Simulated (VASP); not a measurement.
# Ru in VASP: further runs

The runs below take Ru through relaxation of the atoms, with PBEsol.

Program: VASP 6.6.1. These are calculated values, not measurements. Logs are shortened: lines on timing, memory, paths and dates and some standing lists are left out, and cuts for length are marked.

### Step 1. The cell of the first run

The cell holds a slab with vacuum, 5 atoms: a = 2.690 Å, b = 2.690 Å, c = 24.500 Å, α = 90.00°, β = 90.00°, γ = 120.00°.

### Step 2. Relaxation of the atoms, PBEsol

Contents of INCAR:

```
PREC = Accurate
ENCUT = 520
EDIFF = 1E-6
ISMEAR = -1
SIGMA = 0.05
LREAL = False
LASPH = True
NELM = 60
ALGO = Normal
ISIF = 2
LWAVE = False
LCHARG = False
LDIPOL = True
IDIPOL = 3
DIPOL = 0.5 0.5 0.500
GGA = PS
IBRION = 2
NSW = 60
EDIFFG = -0.01
KPAR = 2
```

Contents of KPOINTS:

```
Automatic mesh
0
Gamma
  15 15 1
```

Contents of POSCAR:

```
Ru
1.0
    2.6901084707      0.0000000000      0.0000000000
   -1.3450542353      2.3297022745      0.0000000000
    0.0000000000      0.0000000000     24.4996000000
Ru
5
Direct
    0.0000000000      0.0000000000      0.3265354344
    0.3333333340      0.6666666660      0.4132677173
    0.0000000000      0.0000000000      0.4999999997
    0.3333333340      0.6666666660      0.5867322827
    0.0000000000      0.0000000000      0.6734645656
```

Potentials or basis: VASP PAW PBE potentials, release 64 (Ru_pv).

On the command line:

```
cat potpaw_PBE.64/Ru_pv/POTCAR > POTCAR
mpirun -np 2 vasp_std > vasp.out
```

OUTCAR:

```text
PREC = Accurate
   ENCUT = 520
   EDIFF = 1E-6
   ISMEAR = -1
   LREAL = False
   LASPH = True
   NELM = 60
   ISIF = 2
   GGA = PS
   IBRION = 2
   NSW = 60
   EDIFFG = -0.01

 ion  position               nearest neighbor table
   1  0.000  0.000  0.327-   2 2.63   2 2.63   2 2.63
   2  0.333  0.667  0.413-   3 2.63   3 2.63   3 2.63   1 2.63   1 2.63   1 2.63
   3  0.000  0.000  0.500-   2 2.63   2 2.63   2 2.63   4 2.63   4 2.63   4 2.63
   4  0.333  0.667  0.587-   5 2.63   5 2.63   3 2.63   3 2.63   5 2.63   3 2.63
   5  0.000  0.000  0.673-   4 2.63   4 2.63   4 2.63

  LATTYP: Found a hexagonal cell.
 ALAT       =     2.6901084707
 C/A-ratio  =     9.1072907531

  Lattice vectors:

 A1 = (   2.6901084707,   0.0000000000,   0.0000000000)
 A2 = (  -1.3450542353,   2.3297022745,   0.0000000000)
 A3 = (   0.0000000000,   0.0000000000,  24.4996000000)

Analysis of symmetry for initial positions (statically):
=====================================================================
 Subroutine PRICEL returns:
 Original cell was already a primitive cell.

 Routine SETGRP: Setting up the symmetry group for a
 hexagonal supercell.

 Subroutine GETGRP returns: Found 12 space group operations
 (whereof 12 operations were pure point group operations)
 out of a pool of 24 trial point group operations.

The static configuration has the point symmetry D_3h.

Analysis of symmetry for dynamics (positions and initial velocities):
=====================================================================
 Subroutine PRICEL returns:
 Original cell was already a primitive cell.

 Routine SETGRP: Setting up the symmetry group for a
 hexagonal supercell.

 Subroutine GETGRP returns: Found 12 space group operations
 (whereof 12 operations were pure point group operations)
 out of a pool of 24 trial point group operations.

The dynamic configuration has the point symmetry D_3h.

 Subroutine INISYM returns: Found 12 space group operations
 (whereof 12 operations are pure point group operations),
 and found     1 'primitive' translations

----------------------------------------------------------------------------------------

                                     Primitive cell

  volume of cell :     153.5427

  direct lattice vectors                    reciprocal lattice vectors
     2.690108471  0.000000000  0.000000000     0.371732222  0.214619699  0.000000000
    -1.345054235  2.329702274  0.000000000     0.000000000  0.429239397  0.000000000
     0.000000000  0.000000000 24.499600000     0.000000000  0.000000000  0.040816993

  length of vectors
     2.690108471  2.690108471 24.499600000     0.429239397  0.429239397  0.040816993

  position of ions in fractional coordinates (direct lattice)
     0.000000000  0.000000000  0.326535434
     0.333333334  0.666666666  0.413267717
     0.000000000  0.000000000  0.500000000
     0.333333334  0.666666666  0.586732283
     0.000000000  0.000000000  0.673464566

  ion indices of the primitive-cell ions
   primitive index   ion index
                 1           1
                 2           2
                 3           3
                 4           4
                 5           5

----------------------------------------------------------------------------------------

 KPOINTS: Automatic mesh

Automatic generation of k-mesh.
 Grid dimensions read from file:
 generate k-points for:   15   15    1

 Generating k-lattice:

  Cartesian coordinates                     Fractional coordinates (reciprocal lattice)
     0.024782148  0.014307980  0.000000000     0.066666667 -0.000000000  0.000000000
     0.000000000  0.028615960  0.000000000     0.000000000  0.066666667  0.000000000
     0.000000000  0.000000000  0.040816993     0.000000000  0.000000000  1.000000000

  Length of vectors
     0.028615960  0.028615960  0.040816993

  Shift w.r.t. Gamma in fractional coordinates (k-lattice)
     0.000000000  0.000000000  0.000000000

 Subroutine IBZKPT returns following result:
 ===========================================

 Found     27 irreducible k-points:

 Following reciprocal coordinates:
            Coordinates               Weight
  0.000000  0.000000  0.000000      1.000000
  0.066667  0.000000  0.000000      6.000000
  0.133333  0.000000  0.000000      6.000000
  0.200000  0.000000  0.000000      6.000000
  0.266667  0.000000  0.000000      6.000000
  0.333333  0.000000  0.000000      6.000000
[... 16 lines left out ...]
  0.333333  0.200000  0.000000     12.000000
  0.400000  0.200000  0.000000      6.000000
 [... further k-points ...]
   k-points           NKPTS =     27   k-points in BZ     NKDIM =     27   number of bands    NBANDS=     42
   number of dos      NEDOS =    301   number of ions     NIONS =      5
   total plane-waves  NPLWV =  76800
   dimension x,y,z NGX =    20 NGY =   20 NGZ =  192
   dimension x,y,z NGXF=    40 NGYF=   40 NGZF=  384
   ions per type =               5
   NGX,Y,Z   is equivalent  to a cutoff of  12.36, 12.36, 13.03 a.u.
   NGXF,Y,Z  is equivalent  to a cutoff of  24.72, 24.72, 26.06 a.u.
 SYSTEM =  unknown system
   PREC   = accura    normal or accurate (medium, high low for compatibility)
   ISTART =      0    job   : 0-new  1-cont  2-samecut
   ICHARG =      2    charge: 1-file 2-atom 10-const
   ISPIN  =      1    spin polarized calculation?
   LNONCOLLINEAR =      F non collinear calculations
   LSORBIT =      F    spin-orbit coupling
   LASPH  =      T    aspherical Exc in radial PAW
   ENCUT  =  520.0 eV  38.22 Ry    6.18 a.u.   5.00  5.00 45.55*2*pi/ulx,y,z
   NELM   =     60;   NELMIN=  2; NELMDL= -5     # of ELM steps
   EDIFF  = 0.1E-05   stopping-criterion for ELM
   LREAL  =      F    real-space projection
   EDIFFG = -.1E-01   stopping-criterion for IOM
   NSW    =     60    number of steps for IOM
   IBRION =      2    ionic relax: 0-MD 1-quasi-New 2-CG
   NFREE  =      1    steps in history (QN), initial steepest desc. (CG)
   ISIF   =      2    stress and relaxation
   ISYM   =      2    0-nonsym 1-usesym 2-fastsym
   POTIM  = 0.5000    time-step for ionic-motion
   TEBEG  =    0.0;   TEEND  =   0.0 temperature during run
   PSTRESS=    0.0 pullay stress
   NELECT =      70.0000    total number of electrons
   NUPDOWN=      -1.0000    fix difference up-down
   EMIN   =  10.00;   EMAX   =-10.00  energy-range for DOS
   EFERMI =   0.00;   METHOD = LEGACY
   ISMEAR =    -1;   SIGMA  =   0.05  broadening in eV -4-tet -1-fermi 0-gaus
   EFERMI_NEDOS =   21; number of points for ismear=-14 and -15
   IALGO  =     38    algorithm
   IMIX   =      4    mixing-type and parameters
     AMIX     =   0.40;   BMIX     =  1.00
     AMIX_MAG =   1.60;   BMIX_MAG =  1.00
  volume/ion in A,a.u.               =      30.71       207.23
  Fermi-wavevector in a.u.,A,eV,Ry     =   1.259982  2.381021 21.600002  1.587555
  Thomas-Fermi vector in A             =   2.393515
   LORBIT       =      0    0 simple, 1 ext, 2 COOP (PROOUT), +10 PAW based schemes
   GGA     = PS    functional components
   LHFCALC =     F    Hartree Fock is set to
   AEXX    =    0.0000 exact exchange contribution
   IVDW    =     0    specifies the selected vdW correction
   LEPSILON=     F    determine dielectric tensor
   LRPA    =     F    only Hartree local field effects (RPA)
 conjugate gradient relaxation of ions
 non-spin polarized calculation
  energy-cutoff  :      520.00
  volume of cell :      153.54
 maximum number of plane-waves:      4193
 NGX is ok and might be reduce to    20
   NGX =  9   NGY =  9   NGZ = 91

--------------------------------------- Ionic step        1  -------------------------------------------

 number of electron      69.9999991 magnetization

 Free energy of the ion-electron system (eV)
  ---------------------------------------------------
  ext. energy  EPLUGINS =         0.00000000
  ---------------------------------------------------
  free energy    TOTEN  =       -48.43267061 eV

  energy without entropy =      -48.39091313  energy(sigma->0) =      -48.41179187

------------------------ aborting loop because EDIFF is reached ----------------------------------------

  FORCE on cell =-STRESS in cart. coord.  units (eV):
  Direction    XX          YY          ZZ          XY          YZ          ZX
  --------------------------------------------------------------------------------------
  -------------------------------------------------------------------------------------
  Total       -4.4121506     -4.4121506     -2.9556140     -0.0000000     -0.0000000      0.0000000
  in kB      -46.0396170    -46.0396170    -30.8410455     -0.0000000     -0.0000000      0.0000000
  external PRESSURE =     -40.9734265 kB  Pullay stress =       0.0000000 kB

 VOLUME and BASIS-vectors are now :
 -----------------------------------------------------------------------------
  energy-cutoff  :      520.00
  volume of cell :      153.54
      direct lattice vectors                 reciprocal lattice vectors
     2.690108471  0.000000000  0.000000000     0.371732222  0.214619699  0.000000000
    -1.345054235  2.329702274  0.000000000     0.000000000  0.429239397  0.000000000
     0.000000000  0.000000000 24.499600000     0.000000000  0.000000000  0.040816993
[... 274 lines left out ...]
 POSITION                                       TOTAL-FORCE (eV/Angst)
 -----------------------------------------------------------------------------------
     -1.34505      2.32970      8.05837        -0.000000      0.000000      0.011890
      0.00000      1.55313     10.10975         0.000000     -0.000000     -0.021421
     -1.34505      2.32970     12.24980         0.000000      0.000000      0.000000
      0.00000      1.55313     14.38985        -0.000000     -0.000000      0.021421
     -1.34505      2.32970     16.44123        -0.000000      0.000000     -0.011890
 -----------------------------------------------------------------------------------
    total drift:                               -0.000004      0.000002      0.000019

  FREE ENERGIE OF THE ION-ELECTRON SYSTEM (eV)
  ---------------------------------------------------
  free  energy   TOTEN  =       -48.4904208499 eV

  energy  without entropy=      -48.4439845427  energy(sigma->0) =      -48.46720270

--------------------------------------- Ionic step        9  -------------------------------------------

 number of electron      69.9999987 magnetization

 dipolmoment           0.000000      0.000000      0.000000 electrons x Angstroem

 Free energy of the ion-electron system (eV)
  ---------------------------------------------------
  ext. energy  EPLUGINS =         0.00000000
  ---------------------------------------------------
  free energy    TOTEN  =       -48.49044546 eV

  energy without entropy =      -48.44388655  energy(sigma->0) =      -48.46716601

 E-fermi :   2.8605     XC(G=0):  -7.0341

 val. band max:        2.8549578292   @ k =   0.2667   0.2000   0.0000
 cond. band min:       2.8649782567   @ k =   0.2667   0.1333   0.0000
 fundamental gap:      0.0100204275
 Fermi energy:         2.8605134933

 k-point     1 :       0.0000    0.0000    0.0000
  band No.  band energies     occupation
      1     -40.8478      2.00000
      2     -40.6253      2.00000
      3     -40.1169      2.00000
      4     -39.9532      2.00000
      5     -39.9532      2.00000
      6     -39.9341      2.00000
[... 1069 lines left out ...]
     41       8.3402      0.00000
     42       8.7380      0.00000

 [... further k-points ...]

------------------------ aborting loop because EDIFF is reached ----------------------------------------

 vacuum level on the upper side and lower side of the slab       (xc-potential included)        -0.005        -0.005

  FORCE on cell =-STRESS in cart. coord.  units (eV):
  Direction    XX          YY          ZZ          XY          YZ          ZX
  --------------------------------------------------------------------------------------
  -------------------------------------------------------------------------------------
  Total       -3.3067535     -3.3067535     -0.0436536     -0.0000000     -0.0000000      0.0000000
  in kB      -34.5050923    -34.5050923     -0.4555138     -0.0000000     -0.0000000      0.0000000
  external PRESSURE =     -23.1552328 kB  Pullay stress =       0.0000000 kB

 VOLUME and BASIS-vectors are now :
 -----------------------------------------------------------------------------
  energy-cutoff  :      520.00
  volume of cell :      153.54
      direct lattice vectors                 reciprocal lattice vectors
     2.690108471  0.000000000  0.000000000     0.371732222  0.214619699  0.000000000
    -1.345054235  2.329702274  0.000000000     0.000000000  0.429239397  0.000000000
     0.000000000  0.000000000 24.499600000     0.000000000  0.000000000  0.040816993

 POSITION                                       TOTAL-FORCE (eV/Angst)
 -----------------------------------------------------------------------------------
      0.00000      0.00000      8.05890        -0.000000      0.000000     -0.001821
      0.00000      1.55313     10.10896         0.000000      0.000000     -0.002173
      0.00000      0.00000     12.24980        -0.000000      0.000000      0.000000
      0.00000      1.55313     14.39064         0.000000     -0.000000      0.002173
      0.00000      0.00000     16.44070        -0.000000      0.000000      0.001821
 -----------------------------------------------------------------------------------
    total drift:                               -0.000004      0.000002      0.000019

  FREE ENERGIE OF THE ION-ELECTRON SYSTEM (eV)
  ---------------------------------------------------
  free  energy   TOTEN  =       -48.4904454622 eV

  energy  without entropy=      -48.4438865536  energy(sigma->0) =      -48.46716601

 reached required accuracy - stopping structural energy minimisation

 vacuum level on the upper side and lower side of the slab         7.950         7.950
```

It took 5.5 min on 2 MPI ranks of Intel Xeon 6975P-C (Granite Rapids), shared host; peak memory 0.33 GiB.

What came out:

- Free energy: -48.4904 eV
- Energy gained by relaxing: 11.6 meV/atom
- Ionic steps: 9
- Band gap on the k mesh: zero (bands 35 and 36 overlap by 2.49 eV)

Forces in eV/Å, atoms in the order of the input:
```
Ru   0.000  0.000 -0.002
Ru   0.000  0.000 -0.002
Ru   0.000  0.000  0.000
Ru   0.000  0.000  0.002
Ru   0.000  0.000  0.002
```

The path:
```csv
step,energy change (eV),largest force (eV/Å),pressure (GPa)
1,0.0000,0.7679,-4.10
2,-0.0529,0.1536,-3.01
3,-0.0530,0.1102,-3.07
4,-0.0549,0.0834,-2.90
5,-0.0577,0.0252,-2.38
6,-0.0578,0.0195,-2.31
7,-0.0578,0.0169,-2.30
8,-0.0578,0.0214,-2.34
9,-0.0578,0.0022,-2.32
```

Final structure:
```cif
data_structure
_symmetry_space_group_name_H-M 'P 1'
_symmetry_Int_Tables_number 1
_cell_length_a 2.6901
_cell_length_b 2.6901
_cell_length_c 24.4996
_cell_angle_alpha 90.000
_cell_angle_beta 90.000
_cell_angle_gamma 120.000
_cell_volume 153.54
loop_
_atom_site_label
_atom_site_type_symbol
_atom_site_fract_x
_atom_site_fract_y
_atom_site_fract_z
_atom_site_occupancy
Ru1 Ru 0.00000 0.00000 0.32894 1
Ru2 Ru 0.33333 0.66667 0.41262 1
Ru3 Ru 0.00000 0.00000 0.50000 1
Ru4 Ru 0.33333 0.66667 0.58738 1
Ru5 Ru 0.00000 0.00000 0.67106 1
```

Caveat: the PAW data sets were made with another functional, which shifts forces and pressure a little.

### Step 3. Relaxation of the atoms, PBEsol

Contents of INCAR:

```
SYSTEM = Ru
ALGO = Normal
DIPOL = 0.5 0.5 0.500
EDIFF = 1E-7
EDIFFG = -0.01
ENCUT = 520
GGA = PS
IBRION = 2
IDIPOL = 3
ISIF = 2
ISMEAR = -1
KPAR = 2
LASPH = .True.
LCHARG = .False.
LDIPOL = .True.
LREAL = .False.
LWAVE = .False.
NELM = 80
NSW = 32
PREC = Accurate
SIGMA = 0.05
```

Contents of KPOINTS:

```
k-points
0
Gamma
  15 15 1
  0 0 0
```

Contents of POSCAR:

```
Ru
1.0
    2.6901084707      0.0000000000      0.0000000000
   -1.3450542353      2.3297022745      0.0000000000
    0.0000000000      0.0000000000     24.4996000000
Ru
5
Direct
    0.0000000000      0.0000000000      0.3290002204
    0.3333333333      0.6666666667      0.4126361497
    0.0000000000      0.0000000000      0.4999999991
    0.3333333333      0.6666666667      0.5873638504
    0.0000000000      0.0000000000      0.6709997802
```

Potentials or basis: VASP PAW PBE potentials, release 64 (Ru_pv).

On the command line:

```
cat potpaw_PBE.64/Ru_pv/POTCAR > POTCAR
mpirun -np 2 vasp_std > vasp.out
```

Run time: 2.5 min. Hardware: 2 MPI ranks of Intel Xeon 6975P-C (Granite Rapids), shared host; peak memory 0.32 GiB.

It converged, with:

```yaml
Free_energy: -48.4904 eV
Energy_gained_by_relaxing: 0.0 meV/atom
Ionic_steps: 2
Largest_force_after_relaxing: 0.007 eV/Å
Band_gap_on_the_k_mesh: zero (bands 35 and 36 overlap by 2.49 eV)
```

Forces in eV/Å, atoms in the order of the input:
```
Ru   0.000  0.000 -0.005
Ru   0.000  0.000 -0.007
Ru   0.000  0.000  0.000
Ru   0.000  0.000  0.007
Ru   0.000  0.000  0.005
```

Final structure:
```yaml
crystal:
  lattice:
    - [2.69011, 0.00000, 0.00000]
    - [-1.34505, 2.32970, 0.00000]
    - [0.00000, 0.00000, 24.49960]
  atoms:
    - { symbol: Ru, position: [0.00000, 0.00000, 0.32897] }
    - { symbol: Ru, position: [0.33333, 0.66667, 0.41264] }
    - { symbol: Ru, position: [0.00000, 0.00000, 0.50000] }
    - { symbol: Ru, position: [0.33333, 0.66667, 0.58736] }
    - { symbol: Ru, position: [0.00000, 0.00000, 0.67103] }
```

Levels at points of the mesh, in eV from the Fermi level:
| k point | band 30 | band 31 | band 32 | band 33 | band 34 | band 35 | band 36 | band 37 | band 38 | band 39 |
| --- | --- | --- | --- | --- | --- | --- | --- | --- | --- | --- |
| (0.00, 0.00, 0.00) | -2.34 | -2.32 | -2.05 | -2.05 | -1.37 | -1.06 | -1.06 | -0.28 | -0.28 | 0.35 |

Caveat: the PAW data sets were made with another functional, which shifts forces and pressure a little.
